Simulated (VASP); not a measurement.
A run of VASP 6.6.1 is set up as follows.

Contents of POSCAR:

```
GaN
1.0
   -0.0365827252      2.1141028138      2.1141028138
    2.1141028138     -0.0365827252      2.1141028138
    2.1141028138      2.1141028138     -0.0365827252
Ga N
1 1
Direct
    0.0000000000      0.0000000000      0.0000000000
    0.5000000000      0.5000000000      0.5000000000
```

Contents of INCAR.step1:

```
SYSTEM = GaN
ALGO     = Normal         ! electronic algorithm
EDIFF    = 1E-4           ! SCF threshold, eV
ENCUT    = 520            ! plane-wave cutoff, eV
GGA      = PE             ! functional
ISMEAR   = 0              ! smearing method
LASPH    = .TRUE.         ! aspherical terms in the spheres
LCHARG   = .FALSE.        ! write CHGCAR
LREAL    = .FALSE.        ! projectors in reciprocal space
LWAVE    = .TRUE.         ! write WAVECAR
NBANDS   = 16             ! bands
NELM     = 80             ! most SCF steps
PREC     = Accurate       ! precision mode
SIGMA    = 0.01           ! smearing width, eV
```

Contents of INCAR.step2:

```
SYSTEM = GaN
ALGO     = Normal         ! electronic algorithm
EDIFF    = 1E-7           ! SCF threshold, eV
ENCUT    = 520            ! plane-wave cutoff, eV
ISIF     = 2              ! what is computed and relaxed
ISMEAR   = 0              ! smearing method
ISTART   = 1            
LASPH    = .TRUE.         ! aspherical terms in the spheres
LCHARG   = .TRUE.         ! write CHGCAR
LELF     = .TRUE.         ! ELF
LMIXTAU  = .TRUE.       
LREAL    = .FALSE.        ! projectors in reciprocal space
LVHAR    = .TRUE.       
LWAVE    = .FALSE.        ! write WAVECAR
METAGGA  = R2SCAN         ! meta-GGA
NBANDS   = 16             ! bands
NELM     = 80             ! most SCF steps
PREC     = Accurate       ! precision mode
SIGMA    = 0.01           ! smearing width, eV
```

KPOINTS

```
k-points
0
G
  10 10 10
  0 0 0
```

Potentials or basis: VASP PAW PBE potentials, release 64 (Ga_d, N).

Command:

```sh
$ cat potpaw_PBE.64/Ga_d/POTCAR potpaw_PBE.64/N/POTCAR > POTCAR
$ cp INCAR.step1 INCAR
$ mpirun -np 1 vasp_std > vasp.out
$ cp INCAR.step2 INCAR
$ mpirun -np 1 vasp_std > vasp.out
```

(1) What does it give for the band gap on the k mesh?

(2) What does it give for the pressure?

Results:

(1) 0.87 eV (least direct gap 2.74 eV).

(2) -6.5 GPa.

Caveat: the cell differs from its parent crystal (epitaxial 111 strain +2.0%); the cell stands under tension; the PAW data sets were made with another functional, which shifts forces and pressure a little.
